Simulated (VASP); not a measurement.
# NiSb (P6_3/mmc) in VASP: single point with PBE+U

Aim: the single point of NiSb with PBE+U.

Everything below comes from runs of VASP 6.6.1. Logs are shortened: lines on timing, memory, paths and dates and some standing lists are left out, and cuts for length are marked.

**1. The cell of the first run**

It takes space group P6_3/mmc (No. 194, hexagonal). The conventional cell has a = 3.940 Å, b = 3.940 Å, c = 5.140 Å, α = 90.00°, β = 90.00°, γ = 120.00°. Within 3.4 Å of Ni (site symmetry -3m) lie 2 Ni at 2.57 Å and 6 Sb at 2.61 Å. Within 3.5 Å of Sb (site symmetry -6m2) lie 6 Ni at 2.61 Å and 6 Sb at 3.43 Å.

**2. Single point, PBE+U, collinear spin, ferromagnetic start**

Contents of INCAR:

```
PREC = Accurate
ENCUT = 520
EDIFF = 1E-7
ISMEAR = 0
SIGMA = 0.1
LREAL = False
LASPH = True
NELM = 150
ALGO = Fast
ISIF = 2
LWAVE = False
LCHARG = False
ISPIN = 2
MAGMOM = 2 2 0 0
LORBIT = 11
LMAXMIX = 4
LDAU = True
LDAUTYPE = 2
LDAUL = 2 -1
LDAUU = 6.1 0
LDAUJ = 0 0
LDAUPRINT = 1
GGA = PE
NBANDS = 27
```

Contents of KPOINTS:

```
Automatic mesh
0
Gamma
  8 8 6
```

Contents of POSCAR:

```
NiSb
1.0
    3.9399999600      0.0000000000      0.0000000000
   -1.9699999800      3.4121400600      0.0000000000
    0.0000000000      0.0000000000      5.1400000000
Ni Sb
2 2
Direct
    0.0000000000      0.0000000000      0.0000000000
    0.0000000000      0.0000000000      0.5000000000
    0.3333333300      0.6666666700      0.2500000000
    0.6666666700      0.3333333300      0.7500000000
```

Potentials or basis: VASP PAW PBE potentials, release 64 (Ni, Sb).

Launch:

```sh
> cat potpaw_PBE.64/Ni/POTCAR potpaw_PBE.64/Sb/POTCAR > POTCAR
> mpirun -np 1 vasp_std > vasp.out
```

OUTCAR:

```text
PREC = Accurate
   ENCUT = 520
   EDIFF = 1E-7
   ISMEAR = 0
   LREAL = False
   LASPH = True
   NELM = 150
   ISIF = 2
   ISPIN = 2
   LORBIT = 11
   GGA = PE

 ion  position               nearest neighbor table
   1  0.000  0.000  0.000-   2 2.57   2 2.57   4 2.61   3 2.61   4 2.61   3 2.61   4 2.61   3 2.61

   2  0.000  0.000  0.500-   1 2.57   1 2.57   4 2.61   3 2.61   4 2.61   3 2.61   4 2.61   3 2.61

   3  0.333  0.667  0.250-   1 2.61   2 2.61   1 2.61   2 2.61   1 2.61   2 2.61   4 3.43   4 3.43
                             4 3.43   4 3.43   4 3.43   4 3.43
   4  0.667  0.333  0.750-   1 2.61   2 2.61   1 2.61   2 2.61   1 2.61   2 2.61   3 3.43   3 3.43
                             3 3.43   3 3.43   3 3.43   3 3.43

  LATTYP: Found a hexagonal cell.
 ALAT       =     3.9399999600
 C/A-ratio  =     1.3045685412

  Lattice vectors:

 A1 = (   3.9399999600,   0.0000000000,   0.0000000000)
 A2 = (  -1.9699999800,   3.4121400600,   0.0000000000)
 A3 = (   0.0000000000,   0.0000000000,   5.1400000000)

Analysis of symmetry for initial positions (statically):
=====================================================================
 Subroutine PRICEL returns:
 Original cell was already a primitive cell.

 Routine SETGRP: Setting up the symmetry group for a
 hexagonal supercell.

 Subroutine GETGRP returns: Found 24 space group operations
 (whereof 12 operations were pure point group operations)
 out of a pool of 24 trial point group operations.

The static configuration has the point symmetry D_3d.
 The point group associated with its full space group is D_6h.

Analysis of symmetry for dynamics (positions and initial velocities):
=====================================================================
 Subroutine PRICEL returns:
 Original cell was already a primitive cell.

 Routine SETGRP: Setting up the symmetry group for a
 hexagonal supercell.

 Subroutine GETGRP returns: Found 24 space group operations
 (whereof 12 operations were pure point group operations)
 out of a pool of 24 trial point group operations.

The dynamic configuration has the point symmetry D_3d.
 The point group associated with its full space group is D_6h.

Analysis of structural, dynamic, and magnetic symmetry:
=====================================================================
 Subroutine PRICEL returns:
 Original cell was already a primitive cell.

 Routine SETGRP: Setting up the symmetry group for a
 hexagonal supercell.

 Subroutine GETGRP returns: Found 24 space group operations
 (whereof 12 operations were pure point group operations)
 out of a pool of 24 trial point group operations.

The overall configuration has the point symmetry D_3d.
 The point group associated with its full space group is D_6h.

 Subroutine INISYM returns: Found 24 space group operations
 (whereof 12 operations are pure point group operations),
 and found     1 'primitive' translations

----------------------------------------------------------------------------------------

                                     Primitive cell

  volume of cell :      69.1013

  direct lattice vectors                    reciprocal lattice vectors
     3.939999960  0.000000000  0.000000000     0.253807109  0.146535603  0.000000000
    -1.969999980  3.412140060  0.000000000     0.000000000  0.293071205  0.000000000
     0.000000000  0.000000000  5.140000000     0.000000000  0.000000000  0.194552529

  length of vectors
     3.939999960  3.939999963  5.140000000     0.293071206  0.293071205  0.194552529

  position of ions in fractional coordinates (direct lattice)
     0.000000000  0.000000000  0.000000000
     0.000000000  0.000000000  0.500000000
     0.333333330  0.666666670  0.250000000
     0.666666670  0.333333330  0.750000000

  ion indices of the primitive-cell ions
   primitive index   ion index
                 1           1
                 2           2
                 3           3
                 4           4

----------------------------------------------------------------------------------------

 KPOINTS: Automatic mesh

Automatic generation of k-mesh.
[... 90 lines left out ...]
   LORBIT       =     11    0 simple, 1 ext, 2 COOP (PROOUT), +10 PAW based schemes
 LDA+U is selected, type is set to LDAUTYPE =  2
   angular momentum for each species LDAUL =     2   -1
   U (eV)           for each species LDAUU =   6.1  0.0
   J (eV)           for each species LDAUJ =   0.0  0.0
   GGA     = PE    functional components
   LHFCALC =     F    Hartree Fock is set to
   AEXX    =    0.0000 exact exchange contribution
   IVDW    =     0    specifies the selected vdW correction
   LEPSILON=     F    determine dielectric tensor
   LRPA    =     F    only Hartree local field effects (RPA)
 spin polarized calculation
 RMM-DIIS sequential band-by-band and
 Gauss-broadening in eV      SIGMA  =   0.10
  energy-cutoff  :      520.00
  volume of cell :       69.10
 maximum number of plane-waves:      1892
 NGX is ok and might be reduce to    30
   NGX = 15   NGY = 15   NGZ = 19

 number of electron      30.0000030 magnetization       0.0000101

atom =   1  type =  1  l = 2

 onsite density matrix

spin component  1

  0.8827  0.0000 -0.0000  0.0487  0.0000
  0.0000  0.8733  0.0000  0.0000  0.0487
 -0.0000  0.0000  0.9031 -0.0000  0.0000
  0.0487  0.0000 -0.0000  0.8733  0.0000
  0.0000  0.0487  0.0000  0.0000  0.8827

spin component  2

  0.8827  0.0000 -0.0000  0.0487  0.0000
  0.0000  0.8733  0.0000  0.0000  0.0487
 -0.0000  0.0000  0.9031 -0.0000  0.0000
  0.0487  0.0000 -0.0000  0.8733  0.0000
  0.0000  0.0487  0.0000  0.0000  0.8827

 occupancies and eigenvectors

  o =  0.8291  v = -0.6722  0.0000 -0.0000  0.7404  0.0000  0.0000  0.0000  0.0000  0.0000  0.0000      0.0000  0.0000  0.0000  0.0000  0.0000  0.0000  0.0000  0.0000  0.0000  0.0000
  o =  0.8291  v =  0.0000 -0.7404 -0.0000 -0.0000  0.6722  0.0000  0.0000  0.0000  0.0000  0.0000      0.0000  0.0000  0.0000  0.0000  0.0000  0.0000  0.0000  0.0000  0.0000  0.0000
  o =  0.8291  v =  0.0000  0.0000  0.0000  0.0000  0.0000  0.6722  0.0000  0.0000 -0.7404 -0.0000      0.0000  0.0000  0.0000  0.0000  0.0000  0.0000  0.0000  0.0000  0.0000  0.0000
  o =  0.8291  v =  0.0000  0.0000  0.0000  0.0000  0.0000 -0.0000  0.7404  0.0000  0.0000 -0.6722      0.0000  0.0000  0.0000  0.0000  0.0000  0.0000  0.0000  0.0000  0.0000  0.0000
  o =  0.9031  v =  0.0000  0.0000 -1.0000 -0.0000  0.0000  0.0000  0.0000  0.0000  0.0000  0.0000      0.0000  0.0000  0.0000  0.0000  0.0000  0.0000  0.0000  0.0000  0.0000  0.0000
  o =  0.9031  v =  0.0000  0.0000  0.0000  0.0000  0.0000 -0.0000  0.0000 -1.0000 -0.0000  0.0000      0.0000  0.0000  0.0000  0.0000  0.0000  0.0000  0.0000  0.0000  0.0000  0.0000
  o =  0.9269  v = -0.7404  0.0000  0.0000 -0.6722 -0.0000  0.0000  0.0000  0.0000  0.0000  0.0000      0.0000  0.0000  0.0000  0.0000  0.0000  0.0000  0.0000  0.0000  0.0000  0.0000
  o =  0.9269  v =  0.0000 -0.6722 -0.0000  0.0000 -0.7404  0.0000  0.0000  0.0000  0.0000  0.0000      0.0000  0.0000  0.0000  0.0000  0.0000  0.0000  0.0000  0.0000  0.0000  0.0000
  o =  0.9269  v =  0.0000  0.0000  0.0000  0.0000  0.0000  0.7404 -0.0000 -0.0000  0.6722 -0.0000      0.0000  0.0000  0.0000  0.0000  0.0000  0.0000  0.0000  0.0000  0.0000  0.0000
  o =  0.9269  v =  0.0000  0.0000  0.0000  0.0000  0.0000  0.0000  0.6722  0.0000  0.0000  0.7404      0.0000  0.0000  0.0000  0.0000  0.0000  0.0000  0.0000  0.0000  0.0000  0.0000

atom =   2  type =  1  l = 2

 onsite density matrix

spin component  1

  0.8827 -0.0000 -0.0000 -0.0487 -0.0000
 -0.0000  0.8733 -0.0000  0.0000 -0.0487
 -0.0000 -0.0000  0.9031  0.0000  0.0000
 -0.0487  0.0000  0.0000  0.8733 -0.0000
 -0.0000 -0.0487  0.0000 -0.0000  0.8827

spin component  2

  0.8827 -0.0000 -0.0000 -0.0487 -0.0000
 -0.0000  0.8733 -0.0000  0.0000 -0.0487
 -0.0000 -0.0000  0.9031  0.0000  0.0000
 -0.0487  0.0000  0.0000  0.8733 -0.0000
 -0.0000 -0.0487  0.0000 -0.0000  0.8827

 occupancies and eigenvectors

  o =  0.8291  v =  0.6722  0.0000  0.0000  0.7404  0.0000  0.0000  0.0000  0.0000  0.0000  0.0000      0.0000  0.0000  0.0000  0.0000  0.0000  0.0000  0.0000  0.0000  0.0000  0.0000
  o =  0.8291  v =  0.0000 -0.7404  0.0000  0.0000 -0.6722  0.0000  0.0000  0.0000  0.0000  0.0000      0.0000  0.0000  0.0000  0.0000  0.0000  0.0000  0.0000  0.0000  0.0000  0.0000
  o =  0.8291  v =  0.0000  0.0000  0.0000  0.0000  0.0000  0.6722  0.0000  0.0000  0.7404  0.0000      0.0000  0.0000  0.0000  0.0000  0.0000  0.0000  0.0000  0.0000  0.0000  0.0000
  o =  0.8291  v =  0.0000  0.0000  0.0000  0.0000  0.0000  0.0000  0.7404 -0.0000 -0.0000  0.6722      0.0000  0.0000  0.0000  0.0000  0.0000  0.0000  0.0000  0.0000  0.0000  0.0000
  o =  0.9031  v =  0.0000  0.0000  1.0000 -0.0000 -0.0000  0.0000  0.0000  0.0000  0.0000  0.0000      0.0000  0.0000  0.0000  0.0000  0.0000  0.0000  0.0000  0.0000  0.0000  0.0000
  o =  0.9031  v =  0.0000  0.0000  0.0000  0.0000  0.0000  0.0000  0.0000  1.0000 -0.0000 -0.0000      0.0000  0.0000  0.0000  0.0000  0.0000  0.0000  0.0000  0.0000  0.0000  0.0000
  o =  0.9269  v = -0.7404  0.0000  0.0000  0.6722  0.0000  0.0000  0.0000  0.0000  0.0000  0.0000      0.0000  0.0000  0.0000  0.0000  0.0000  0.0000  0.0000  0.0000  0.0000  0.0000
  o =  0.9269  v =  0.0000 -0.6722  0.0000 -0.0000  0.7404  0.0000  0.0000  0.0000  0.0000  0.0000      0.0000  0.0000  0.0000  0.0000  0.0000  0.0000  0.0000  0.0000  0.0000  0.0000
  o =  0.9269  v =  0.0000  0.0000  0.0000  0.0000  0.0000 -0.7404  0.0000  0.0000  0.6722  0.0000      0.0000  0.0000  0.0000  0.0000  0.0000  0.0000  0.0000  0.0000  0.0000  0.0000
  o =  0.9269  v =  0.0000  0.0000  0.0000  0.0000  0.0000  0.0000  0.6722 -0.0000  0.0000 -0.7404      0.0000  0.0000  0.0000  0.0000  0.0000  0.0000  0.0000  0.0000  0.0000  0.0000

 number of electron      30.0000030 magnetization      -0.0000270

 Free energy of the ion-electron system (eV)
  ---------------------------------------------------
  ext. energy  EPLUGINS =         0.00000000
  ---------------------------------------------------
  free energy    TOTEN  =       -13.31876276 eV

  energy without entropy =      -13.31370773  energy(sigma->0) =      -13.31623524

 E-fermi :   9.5509     XC(G=0): -11.4312

 val. band max:        9.4925194570   @ k =   0.3750  -0.0000   0.0000
 cond. band min:       9.5511198685   @ k =   0.3750   0.1250   0.0000
 fundamental gap:      0.0586004115
 Fermi energy:         9.5508725196

 spin component 1

 k-point     1 :       0.0000    0.0000    0.0000
  band No.  band energies     occupation
      1      -3.0814      1.00000
      2       1.3651      1.00000
      3       3.4872      1.00000
      4       5.3839      1.00000
      5       5.3839      1.00000
      6       5.7487      1.00000
[... 1433 lines left out ...]
     26      20.7903      0.00000
     27      21.2000      0.00000

 [... further k-points ...]

------------------------ aborting loop because EDIFF is reached ----------------------------------------

  FORCE on cell =-STRESS in cart. coord.  units (eV):
  Direction    XX          YY          ZZ          XY          YZ          ZX
  --------------------------------------------------------------------------------------
  -------------------------------------------------------------------------------------
  Total       -1.3441210     -1.3441210     -0.8896875      0.0000000      0.0000000     -0.0000000
  in kB      -31.1646863    -31.1646863    -20.6282266      0.0000000      0.0000000     -0.0000000
  external PRESSURE =     -27.6525331 kB  Pullay stress =       0.0000000 kB

 VOLUME and BASIS-vectors are now :
 -----------------------------------------------------------------------------
  energy-cutoff  :      520.00
  volume of cell :       69.10
      direct lattice vectors                 reciprocal lattice vectors
     3.939999960  0.000000000  0.000000000     0.253807109  0.146535603  0.000000000
    -1.969999980  3.412140060  0.000000000     0.000000000  0.293071205  0.000000000
     0.000000000  0.000000000  5.140000000     0.000000000  0.000000000  0.194552529

 POSITION                                       TOTAL-FORCE (eV/Angst)
 -----------------------------------------------------------------------------------
      0.00000      0.00000      0.00000        -0.000000      0.000000      0.000000
      0.00000      0.00000      2.57000        -0.000000      0.000000      0.000000
     -0.00000      2.27476      1.28500         0.000000     -0.000000      0.000000
      1.97000      1.13738      3.85500        -0.000000      0.000000     -0.000000
 -----------------------------------------------------------------------------------
    total drift:                                0.000000     -0.000000      0.000000

  FREE ENERGIE OF THE ION-ELECTRON SYSTEM (eV)
  ---------------------------------------------------
  free  energy   TOTEN  =       -13.3187627615 eV

  energy  without entropy=      -13.3137077255  energy(sigma->0) =      -13.31623524

 total charge

# of ion       s       p       d       tot
------------------------------------------
    1        0.412   0.429   8.794   9.635
    2        0.412   0.429   8.794   9.635
    3        1.144   1.185   0.065   2.394
    4        1.144   1.185   0.065   2.394
--------------------------------------------------
tot          3.112   3.228  17.718  24.058

 magnetization (x)

# of ion       s       p       d       tot
------------------------------------------
    1        0.000   0.000  -0.000  -0.000
    2        0.000   0.000  -0.000  -0.000
    3       -0.000   0.000   0.000   0.000
    4       -0.000   0.000   0.000   0.000
--------------------------------------------------
tot         -0.000   0.000  -0.000  -0.000
```

It took 3.3 min on 1 thread of Intel Xeon Platinum 8375C at 2.90GHz (Ice Lake), shared host; peak memory 0.28 GiB.

What came out:

```
Free energy                                           : -13.3188 eV
Pressure                                              : -2.8 GPa
Band gap on the k mesh                                : zero (filled and empty bands overlap)
Net moment                                            : 0.00 μB per cell
Valence electrons inside the program's atomic spheres : Ni 9.63; Sb 2.39
```

Levels at points of the mesh, in eV from the Fermi level:
Spin up:
```csv
k point,band 12,band 13,band 14,band 15,band 16,band 17,band 18,band 19
"(0.00, 0.00, 0.00)",-1.87,-0.61,0.97,0.97,2.40,2.40,3.43,4.15
"(0.50, 0.00, 0.00)",-2.53,-2.21,-1.96,-1.86,-0.54,1.02,3.45,3.95
"(0.00, 0.00, 0.50)",-2.84,0.32,0.32,2.18,2.18,2.18,2.18,5.42
"(0.50, 0.00, 0.50)",-2.57,-2.40,-2.40,0.26,0.26,1.76,1.76,5.39
```
Spin down:
```csv
k point,band 13,band 14,band 15,band 16,band 17,band 18
"(0.00, 0.00, 0.00)",-0.61,0.97,0.97,2.40,2.40,3.43
"(0.50, 0.00, 0.00)",-2.21,-1.96,-1.86,-0.54,1.02,3.45
"(0.00, 0.00, 0.50)",0.32,0.32,2.18,2.18,2.18,2.18
"(0.50, 0.00, 0.50)",-2.40,-2.40,0.26,0.26,1.76,1.76
```

Eigenvalues of the final occupation matrices:
```tsv
site	spin	trace	eigenvalues
site 1 d	1	4.42	0.83 0.83 0.90 0.93 0.93
site 1 d	2	4.42	0.83 0.83 0.90 0.93 0.93
site 2 d	1	4.42	0.83 0.83 0.90 0.93 0.93
site 2 d	2	4.42	0.83 0.83 0.90 0.93 0.93
```

Caveat: spin-orbit coupling is left out, which moves the levels of the heavy elements; the U is typed as a test and isn't derived for this compound. The state reached can hang on the start; a lower one may exist.
